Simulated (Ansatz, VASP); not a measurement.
## Co: VASP beside Ansatz

The input INCAR:

```
SYSTEM = Co
PREC = Accurate
ENCUT = 520
EDIFF = 1E-6
ISMEAR = -1
SIGMA = 0.05
LREAL = .False.
LASPH = .True.
NELM = 150
ALGO = Normal
ISIF = 2
LWAVE = .False.
LCHARG = .False.
LNONCOLLINEAR = .True.
MAGMOM = 0.641 0.024 0.225 2.11 -0.426 0.499
LORBIT = 11
LMAXMIX = 4
GGA = PE
NBANDS = 30
```

The input KPOINTS:

```
Automatic mesh
0
Gamma
  9 9 5
  0 0 0
```

File POSCAR:

```
Co
1.0
    2.4873648738      0.0000000000      0.0000000000
   -1.2436824369      2.1541211692      0.0000000000
    0.0000000000      0.0000000000      4.0632895034
Co
2
Direct
    0.3333333333      0.6666666667      0.7401390000
    0.6666666667      0.3333333333      0.2598610000
```

The input input.yaml:

```yaml
crystal:
  lattice:
    - [2.4873648738, 0.0, 0.0]
    - [-1.2436824369, 2.1541211692, 0.0]
    - [0.0, 0.0, 4.0632895034]
  atoms:
    - { symbol: Co, position: [0.3333333333, 0.6666666667, 0.740139], spin: 0.68, spin_axis: [0.641, 0.024, 0.225] }
    - { symbol: Co, position: [0.6666666667, 0.3333333333, 0.259861], spin: 2.21, spin_axis: [2.11, -0.426, 0.499] }
hamiltonian:
  xc: pbe
  pseudopotentials: { kind: paw }
magnetization:
  noncollinear: true
  spin_orbit: false
kpoints:
  mp_grid: { grid: [9, 9, 5] }
scf:
  occupations: { method: fermi_dirac, width: 0.05 }
output:
  forces: true
  stress: true
  eigenvalues: true
  write_density: true
  write_potential: true
  elf: true
  volumetric_format: npy
```

Alike in both runs: task single point; functional PBE; k mesh 9 × 9 × 5; occupations fermi-dirac, width 0.05 eV; non-collinear spin.

|  | VASP | Ansatz |
| --- | --- | --- |
| version | VASP 6.6.1 | Ansatz 0.2.0 |
| potentials or method | VASP PAW PBE potentials, release 64 (Co) | Ansatz PAW |
| plane-wave cutoff (eV) | 520 | 420 |
| valence electrons in the cell | 18 | 34 |

|  | VASP | Ansatz | Ansatz less VASP |
| --- | --- | --- | --- |
| gap on the k mesh at the Fermi level (eV) | none | none | - |
| pressure (GPa) | -1.3 | -0.7 | +0.67 |
| traceless stress, the component that is largest in VASP (GPa) | -0.31 | -0.33 | -0.019 |
| rms of the force components (eV/Å) | 0.283 | 0.291 | +0.0086 |
| net moment per atom (μB) | 1.55 | 1.55 | +0.004 |
| size of the moment on the site where the two differ most (μB) | 1.57 | 1.57 | +0.003 |

Site moments also hang on the region over which each program counts them. Atom by atom the forces differ by 0.009 eV/Å (rms over components). A gap of «none» marks a metal or a gap that the smearing closes. VASP's potentials hold 18 valence electrons a cell and Ansatz's 34, so a difference there can come from the potentials and not from the codes.
